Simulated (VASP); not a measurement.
# CdSe: relaxation of shape and atoms at fixed volume with PBE

The system is CdSe.

```xyz
4
Lattice="4.4403 0.0000 0.0000 -2.2201 3.8454 0.0000 0.0000 0.0000 7.2499" Properties=species:S:1:pos:R:3 pbc="T T T"
Cd    0.0000    2.5636    0.0334
Cd    2.2201    1.2818    3.6584
Se    0.0000    2.5636    2.7578
Se    2.2201    1.2818    6.3827
```

| Property | Result |
| --- | --- |
| Program | VASP 6.6.1 |
| Task | relaxation of shape and atoms at fixed volume |
| Functional | PBE |
| Potentials or basis | VASP PAW PBE potentials, release 64 (Cd, Se) |
| Cutoff | 600 eV |
| k mesh | 10 × 10 × 6 |
| Occupations | gaussian, width 0.05 eV |
| Spin | no spin polarisation |
| Dipole correction | no |
| Further INCAR settings | ALGO = Normal; EDIFF = 1e-06; IBRION = 2; EDIFFG = -0.01; NSW = 60; ISIF = 4 |

```json
{
  "Pressure after relaxing": "-1.4 GPa",
  "Band gap on the k mesh": "0.45 eV"
}
```

Final structure:
```
CELL_PARAMETERS angstrom
4.44026 0.00000 0.00000
-2.22013 3.84538 0.00000
0.00000 0.00000 7.24989
ATOMIC_POSITIONS crystal
Cd 0.33333 0.66667 0.00461
Cd 0.66667 0.33333 0.50461
Se 0.33333 0.66667 0.38039
Se 0.66667 0.33333 0.88039
```

Levels at points of the mesh, in eV from the valence-band top:
```tsv
k point	band 16	band 17	band 18	band 19	band 20	band 21
(0.00, 0.00, 0.00)	-0.04	0.00	0.00	0.45	2.10	5.84
(0.50, 0.00, 0.00)	-1.56	-1.11	-0.63	3.00	3.31	4.79
(0.00, 0.00, 0.50)	-0.33	-0.33	-0.33	2.18	2.18	5.70
(0.50, 0.00, 0.50)	-1.15	-1.13	-1.13	2.86	2.86	4.81
```

It took 3.4 min on 1 thread of AMD EPYC 7R43 64-Core Processor (Zen 3), with other jobs on the host, peak memory 0.32 GiB.

Caveat: the relaxation stopped at its first step, so nothing moved.
